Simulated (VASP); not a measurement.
# Rh (P6_3/mmc) in VASP: notebook

Rh is run at these levels: LDA, PBEsol; tasks: relaxation of cell and atoms.

All numbers are computed with VASP 6.6.1; they aren't measurements. Logs are shortened: lines on timing, memory, paths and dates and some standing lists are left out, and cuts for length are marked.

### 1 The cell of the first run

The structure is hexagonal, space group P6_3/mmc (No. 194). The conventional cell has a = 2.731 Å, b = 2.731 Å, c = 4.428 Å, α = 90.00°, β = 90.00°, γ = 120.00°. Within 3.6 Å of Rh (site symmetry -6m2) lie 12 Rh at 2.72 to 2.73 Å.

### 2 Relaxation of cell and atoms, LDA

INCAR

```
SYSTEM = Rh
PREC     = Accurate       ! precision mode
ENCUT    = 600            ! plane-wave cutoff, eV
EDIFF    = 1E-7           ! SCF threshold, eV
ISMEAR   = 1              ! smearing method
SIGMA    = 0.1            ! smearing width, eV
LREAL    = .False.        ! projectors in reciprocal space
LASPH    = .True.         ! aspherical terms in the spheres
NELM     = 80             ! most SCF steps
ALGO     = Normal         ! electronic algorithm
ISIF     = 3              ! what is computed and relaxed
LWAVE    = .False.        ! write WAVECAR
LCHARG   = .False.        ! write CHGCAR
IBRION   = 2              ! ionic algorithm
NSW      = 60             ! ionic steps
EDIFFG   = -0.01          ! ionic threshold
```

KPOINTS

```
Automatic mesh
0
Gamma
  14 14 8
  0 0 0
```

POSCAR

```
Rh
1.0
    2.7309790000      0.0000000000      0.0000000000
   -1.3654895000      2.3650971912      0.0000000000
    0.0000000000      0.0000000000      4.4284890000
Rh
2
Direct
    0.6666670000      0.3333330000      0.7500000000
    0.3333330000      0.6666670000      0.2500000000
```

Potentials or basis: VASP PAW LDA potentials, release 64 (Rh_pv).

Run with:

```console
$ cat potpaw_LDA.64/Rh_pv/POTCAR > POTCAR
$ mpirun -np 1 vasp_std > vasp.out
```

OUTCAR:

```text
SYSTEM = Rh
   PREC = Accurate
   ENCUT = 600
   EDIFF = 1E-7
   ISMEAR = 1
   LREAL = .False.
   LASPH = .True.
   NELM = 80
   ISIF = 3
   IBRION = 2
   NSW = 60
   EDIFFG = -0.01

 ion  position               nearest neighbor table
   1  0.667  0.333  0.750-   2 2.72   2 2.72   2 2.72   2 2.72   2 2.72   2 2.72
   2  0.333  0.667  0.250-   1 2.72   1 2.72   1 2.72   1 2.72   1 2.72   1 2.72

  LATTYP: Found a hexagonal cell.
 ALAT       =     2.7309790000
 C/A-ratio  =     1.6215756328

  Lattice vectors:

 A1 = (   2.7309790000,   0.0000000000,   0.0000000000)
 A2 = (  -1.3654895000,   2.3650971912,   0.0000000000)
 A3 = (   0.0000000000,   0.0000000000,   4.4284890000)

Analysis of symmetry for initial positions (statically):
=====================================================================
 Subroutine PRICEL returns:
 Original cell was already a primitive cell.

 Routine SETGRP: Setting up the symmetry group for a
 hexagonal supercell.

 Subroutine GETGRP returns: Found 24 space group operations
 (whereof 12 operations were pure point group operations)
 out of a pool of 24 trial point group operations.

The static configuration has the point symmetry D_3d.
 The point group associated with its full space group is D_6h.

Analysis of symmetry for dynamics (positions and initial velocities):
=====================================================================
 Subroutine PRICEL returns:
 Original cell was already a primitive cell.

 Routine SETGRP: Setting up the symmetry group for a
 hexagonal supercell.

 Subroutine GETGRP returns: Found 24 space group operations
 (whereof 12 operations were pure point group operations)
 out of a pool of 24 trial point group operations.

The dynamic configuration has the point symmetry D_3d.
 The point group associated with its full space group is D_6h.

 Subroutine INISYM returns: Found 24 space group operations
 (whereof 12 operations are pure point group operations),
 and found     1 'primitive' translations

----------------------------------------------------------------------------------------

                                     Primitive cell

  volume of cell :      28.6037

  direct lattice vectors                    reciprocal lattice vectors
     2.730979000  0.000000000  0.000000000     0.366169055  0.211407803  0.000000000
    -1.365489500  2.365097191  0.000000000     0.000000000  0.422815605  0.000000000
     0.000000000  0.000000000  4.428489000     0.000000000  0.000000000  0.225810655

  length of vectors
     2.730979000  2.730979000  4.428489000     0.422815605  0.422815605  0.225810655

  position of ions in fractional coordinates (direct lattice)
     0.666667000  0.333333000  0.750000000
     0.333333000  0.666667000  0.250000000

  ion indices of the primitive-cell ions
   primitive index   ion index
                 1           1
                 2           2

----------------------------------------------------------------------------------------

 KPOINTS: Automatic mesh

Automatic generation of k-mesh.
 Grid dimensions read from file:
 generate k-points for:   14   14    8

 Generating k-lattice:

  Cartesian coordinates                     Fractional coordinates (reciprocal lattice)
     0.026154933  0.015100557  0.000000000     0.071428571  0.000000000  0.000000000
     0.000000000  0.030201115  0.000000000     0.000000000  0.071428571  0.000000000
     0.000000000  0.000000000  0.028226332     0.000000000  0.000000000  0.125000000

  Length of vectors
     0.030201115  0.030201115  0.028226332

  Shift w.r.t. Gamma in fractional coordinates (k-lattice)
     0.000000000  0.000000000  0.000000000

 Subroutine IBZKPT returns following result:
 ===========================================

 Found    120 irreducible k-points:

 Following reciprocal coordinates:
            Coordinates               Weight
  0.000000  0.000000  0.000000      1.000000
  0.071429 -0.000000  0.000000      6.000000
  0.142857 -0.000000  0.000000      6.000000
  0.214286 -0.000000  0.000000      6.000000
  0.285714  0.000000  0.000000      6.000000
  0.357143 -0.000000  0.000000      6.000000
[... 16 lines left out ...]
  0.285714  0.285714  0.000000      6.000000
  0.357143  0.285714  0.000000      6.000000
 [... further k-points ...]
   k-points           NKPTS =    120   k-points in BZ     NKDIM =    120   number of bands    NBANDS=     19
   number of dos      NEDOS =    301   number of ions     NIONS =      2
   total plane-waves  NPLWV =  20736
   dimension x,y,z NGX =    24 NGY =   24 NGZ =   36
   dimension x,y,z NGXF=    48 NGYF=   48 NGZF=   72
   ions per type =               2
   NGX,Y,Z   is equivalent  to a cutoff of  14.61, 14.61, 13.51 a.u.
   NGXF,Y,Z  is equivalent  to a cutoff of  29.22, 29.22, 27.03 a.u.
 SYSTEM =  Rh
   PREC   = accura    normal or accurate (medium, high low for compatibility)
   ISTART =      0    job   : 0-new  1-cont  2-samecut
   ICHARG =      2    charge: 1-file 2-atom 10-const
   ISPIN  =      1    spin polarized calculation?
   LNONCOLLINEAR =      F non collinear calculations
   LSORBIT =      F    spin-orbit coupling
   LASPH  =      T    aspherical Exc in radial PAW
   ENCUT  =  600.0 eV  44.10 Ry    6.64 a.u.   5.45  5.45  8.84*2*pi/ulx,y,z
   NELM   =     80;   NELMIN=  2; NELMDL= -5     # of ELM steps
   EDIFF  = 0.1E-06   stopping-criterion for ELM
   LREAL  =      F    real-space projection
   EDIFFG = -.1E-01   stopping-criterion for IOM
   NSW    =     60    number of steps for IOM
   IBRION =      2    ionic relax: 0-MD 1-quasi-New 2-CG
   NFREE  =      1    steps in history (QN), initial steepest desc. (CG)
   ISIF   =      3    stress and relaxation
   ISYM   =      2    0-nonsym 1-usesym 2-fastsym
   POTIM  = 0.5000    time-step for ionic-motion
   TEBEG  =    0.0;   TEEND  =   0.0 temperature during run
   PSTRESS=    0.0 pullay stress
   NELECT =      30.0000    total number of electrons
   NUPDOWN=      -1.0000    fix difference up-down
   EMIN   =  10.00;   EMAX   =-10.00  energy-range for DOS
   EFERMI =   0.00;   METHOD = LEGACY
   ISMEAR =     1;   SIGMA  =   0.10  broadening in eV -4-tet -1-fermi 0-gaus
   EFERMI_NEDOS =   21; number of points for ismear=-14 and -15
   IALGO  =     38    algorithm
   IMIX   =      4    mixing-type and parameters
     AMIX     =   0.40;   BMIX     =  1.00
     AMIX_MAG =   1.60;   BMIX_MAG =  1.00
  volume/ion in A,a.u.               =      14.30        96.51
  Fermi-wavevector in a.u.,A,eV,Ry     =   1.663314  3.143208 37.642067  2.766614
  Thomas-Fermi vector in A             =   2.750053
   LORBIT       =      0    0 simple, 1 ext, 2 COOP (PROOUT), +10 PAW based schemes
   GGA     = CA    functional components
   LHFCALC =     F    Hartree Fock is set to
   AEXX    =    0.0000 exact exchange contribution
   IVDW    =     0    specifies the selected vdW correction
   LEPSILON=     F    determine dielectric tensor
   LRPA    =     F    only Hartree local field effects (RPA)
 conjugate gradient relaxation of ions
 non-spin polarized calculation
 Methfessel and Paxton  Order N= 1 SIGMA  =   0.10
  energy-cutoff  :      600.00
  volume of cell :       28.60
 maximum number of plane-waves:       989
 NGX is ok and might be reduce to    24
   NGX = 11   NGY = 11   NGZ = 17

--------------------------------------- Ionic step        1  -------------------------------------------

 number of electron      29.9999999 magnetization

 Free energy of the ion-electron system (eV)
  ---------------------------------------------------
  ext. energy  EPLUGINS =         0.00000000
  ---------------------------------------------------
  free energy    TOTEN  =       -17.15623859 eV

  energy without entropy =      -17.15692018  energy(sigma->0) =      -17.15646579

------------------------ aborting loop because EDIFF is reached ----------------------------------------

  FORCE on cell =-STRESS in cart. coord.  units (eV):
  Direction    XX          YY          ZZ          XY          YZ          ZX
  --------------------------------------------------------------------------------------
  -------------------------------------------------------------------------------------
  Total       -3.3126273     -3.3126273     -3.5287925      0.0000000     -0.0000000      0.0000000
  in kB     -185.5496929   -185.5496929   -197.6577218      0.0000000     -0.0000000      0.0000000
  external PRESSURE =    -189.5857025 kB  Pullay stress =       0.0000000 kB
[... 165 lines left out ...]
  energy  without entropy=      -17.2838200676  energy(sigma->0) =      -17.28351551

--------------------------------------- Ionic step        6  -------------------------------------------

 number of electron      30.0000001 magnetization

 Free energy of the ion-electron system (eV)
  ---------------------------------------------------
  ext. energy  EPLUGINS =         0.00000000
  ---------------------------------------------------
  free energy    TOTEN  =       -17.28338094 eV

  energy without entropy =      -17.28380700  energy(sigma->0) =      -17.28352296

 E-fermi :  12.4421     XC(G=0): -14.5613

 val. band max:       12.4355278919   @ k =   0.1429  -0.0000   0.5000
 cond. band min:      12.4449969547   @ k =   0.2857   0.2143   0.3750
 fundamental gap:      0.0094690629
 Fermi energy:        12.4420726215

 k-point     1 :       0.0000    0.0000    0.0000
  band No.  band energies     occupation
      1     -34.7312      2.00000
      2     -33.9913      2.00000
      3     -33.9913      2.00000
      4     -33.8758      2.00000
      5     -33.8702      2.00000
      6     -33.8702      2.00000
[... 11 lines left out ...]
     18      13.0833     -0.00000
     19      21.3407      0.00000
[... 489 lines left out ...]
      3     -34.3592      2.00000
      4     -34.2473      2.00000
      5     -34.2115      2.00000
      6     -34.1782      2.00000
[... 11 lines left out ...]
     18      18.8564      0.00000
     19      20.1365      0.00000

 [... further k-points ...]
[... 5 lines left out ...]
  --------------------------------------------------------------------------------------
  -------------------------------------------------------------------------------------
  Total        0.0056438      0.0056438      0.0146165     -0.0000000     -0.0000000      0.0000000
  in kB        0.3398798      0.3398798      0.8802256     -0.0000000     -0.0000000      0.0000000
  external PRESSURE =       0.5199950 kB  Pullay stress =       0.0000000 kB
[... 17 lines left out ...]
  FREE ENERGIE OF THE ION-ELECTRON SYSTEM (eV)
  ---------------------------------------------------
  free  energy   TOTEN  =       -17.2833809356 eV

  energy  without entropy=      -17.2838070048  energy(sigma->0) =      -17.28352296

 reached required accuracy - stopping structural energy minimisation
```

It took 3 min on 1 thread of Intel Xeon Platinum 8259CL at 2.50GHz (Skylake/Cascade Lake), shared host; peak memory 0.2 GiB.

What came out:

* Free energy: -17.2834 eV
* Relaxed volume: 13.30 Å³/atom
* Relaxed cell: a = 2.668 Å, b = 2.668 Å, c = 4.315 Å, α = 90.00°, β = 90.00°, γ = 120.00°
* Space group after relaxing (to 0.05 Å): P6_3/mmc (No. 194)
* Energy gained by relaxing: 63.6 meV/atom
* Ionic steps: 6
* Pressure after relaxing: 0.1 GPa
* Band gap on the k mesh: zero (band 15 reaches 13.12 eV, above the bottom of band 16 at 10.69 eV)

Step by step:
```tsv
step	energy change (eV)	largest force (eV/Å)	pressure (GPa)	volume (Å³)
1	0.0000	0.0000	-18.96	28.60
2	0.9345	0.0000	91.55	22.15
3	-0.1265	0.0000	-1.55	26.74
4	-0.1271	0.0000	-0.40	26.64
5	-0.1271	0.0000	0.06	26.60
6	-0.1271	0.0000	0.05	26.60
```

Final structure:
```
CELL_PARAMETERS angstrom
2.66817 0.00000 0.00000
-1.33409 2.31070 0.00000
0.00000 0.00000 4.31520
ATOMIC_POSITIONS crystal
Rh 0.66667 0.33333 0.75000
Rh 0.33333 0.66667 0.25000
```

Levels at points of the mesh, in eV from the Fermi level:
| k point | band 13 | band 14 | band 15 | band 16 | band 17 | band 18 |
| --- | --- | --- | --- | --- | --- | --- |
| (0.00, 0.00, 0.00) | -2.68 | -2.04 | -2.04 | 0.14 | 0.14 | 0.64 |
| (0.50, 0.00, 0.00) | -2.31 | 0.45 | 0.67 | 0.78 | 3.13 | 5.28 |
| (0.00, 0.00, 0.50) | -3.35 | -3.35 | -0.47 | -0.47 | -0.47 | -0.47 |
| (0.50, 0.00, 0.50) | -0.36 | -0.36 | 0.65 | 0.65 | 2.69 | 2.69 |

### 3 Relaxation of cell and atoms, PBEsol

INCAR

```
ALGO = Normal
EDIFF = 1E-6
EDIFFG = -0.01
ENCUT = 600
GGA = PS
IBRION = 2
ISIF = 3
ISMEAR = 1
LASPH = T
LCHARG = F
LREAL = F
LWAVE = F
NELM = 60
NSW = 60
PREC = Accurate
SIGMA = 0.1
```

KPOINTS

```
k-points
0
Gamma
  14 14 8
```

POSCAR is that of step 2.

Potentials or basis: VASP PAW PBE potentials, release 64 (Rh_pv).

Run with:

```console
$ cat potpaw_PBE.64/Rh_pv/POTCAR > POTCAR
$ mpirun -np 1 vasp_std > vasp.out
```

Wall time 4.5 min (1 thread of Intel Xeon Platinum 8259CL at 2.50GHz (Skylake/Cascade Lake), shared host); peak memory 0.21 GiB.

Results (log left out):

```yaml
Free_energy: -16.1942 eV
Relaxed_volume: 13.54 Å³/atom
Relaxed_cell: a = 2.684 Å, b = 2.684 Å, c = 4.342 Å, α = 90.00°, β = 90.00°, γ = 120.00°
Space_group_after_relaxing_to_0.05_Å: P6_3/mmc (No. 194)
Energy_gained_by_relaxing: 35.1 meV/atom
Ionic_steps: 11
Pressure_after_relaxing: 0.0 GPa
Band_gap_on_the_k_mesh: zero (band 15 reaches 12.79 eV, above the bottom of band 16 at 10.44 eV)
```

Stress tensor (GPa, compression positive):
```
 0.05  0.00  0.00
 0.00  0.05  0.00
 0.00  0.00 -0.09
```

Step by step:
```
step  energy change (eV)  largest force (eV/Å)  pressure (GPa)  volume (Å³)
   1              0.0000                0.0000          -14.00        28.60
   2              0.4282                0.0000           54.49        23.74
   3             -0.0701                0.0000           -0.77        27.15
   4             -0.0703                0.0000           -0.13        27.10
   5             -0.0702                0.0000            0.19        27.07
   6             -0.0702                0.0000           -0.49        27.12
   7             -0.0703                0.0000           -0.06        27.09
   8             -0.0703                0.0000           -0.12        27.10
   9             -0.0703                0.0000           -0.12        27.09
  10             -0.0703                0.0000            0.26        27.06
  11             -0.0703                0.0000            0.00        27.08
```

Final structure:
```cif
data_structure
_symmetry_space_group_name_H-M 'P 1'
_symmetry_Int_Tables_number 1
_cell_length_a 2.6837
_cell_length_b 2.6837
_cell_length_c 4.3420
_cell_angle_alpha 90.000
_cell_angle_beta 90.000
_cell_angle_gamma 120.000
_cell_volume 27.08
loop_
_atom_site_label
_atom_site_type_symbol
_atom_site_fract_x
_atom_site_fract_y
_atom_site_fract_z
_atom_site_occupancy
Rh1 Rh 0.66667 0.33333 0.75000 1
Rh2 Rh 0.33333 0.66667 0.25000 1
```

Levels at points of the mesh, in eV from the Fermi level:
```
           k point  band 11  band 12  band 13  band 14  band 15  band 16  band 17  band 18  band 19
(0.00, 0.00, 0.00)    -3.14    -2.60    -2.60    -1.97    -1.97     0.13     0.13     0.61     8.72
(0.50, 0.00, 0.00)    -2.81    -2.32    -2.26     0.44     0.65     0.75     3.05     5.18    10.38
(0.00, 0.00, 0.50)    -3.25    -3.25    -3.25    -3.25    -0.45    -0.45    -0.45    -0.45    14.84
(0.50, 0.00, 0.50)    -1.73    -1.73    -0.35    -0.35     0.63     0.63     2.64     2.64     9.43
```

Caveat: the PAW data sets were made with another functional, which shifts forces and pressure a little.
